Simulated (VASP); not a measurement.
A run of VASP 6.6.1 is set up as follows.

File INCAR:

```
PREC = Accurate
ENCUT = 560
EDIFF = 1E-6
ISMEAR = 0
SIGMA = 0.15
LREAL = F
LASPH = T
NELM = 120
ALGO = Normal
ISIF = 2
LWAVE = F
LCHARG = F
GGA = CA
NBANDS = 24
GGA_COMPAT = F
```

File KPOINTS:

```
regular mesh
0
Gamma
  18 18 10
```

The input POSCAR:

```
Ir
1.0
    2.5790000000      0.0000000000      0.0000000000
   -1.2895000000      2.2334795163      0.0000000000
    0.0000000000      0.0000000000      4.4593000000
Ir
2
Direct
    0.6666666667      0.3333333333      0.7500000000
    0.3333333333      0.6666666667      0.2500000000
```

Potentials or basis: VASP PAW LDA potentials, release 64 (Ir_sv_GW).

Command:

```sh
$ cat potpaw_LDA.64/Ir_sv_GW/POTCAR > POTCAR
$ mpirun -np 1 vasp_std > vasp.out
```

(1) What does it give for the band gap on the k mesh?

(2) What does it give for the pressure?

Results:

(1) zero (bands 17 and 18 overlap by 4.40 eV).

(2) 40.6 GPa.

Caveat: the stress differs along the axes, from 16 to 53 GPa; spin-orbit coupling is left out, which moves the levels of the heavy elements.
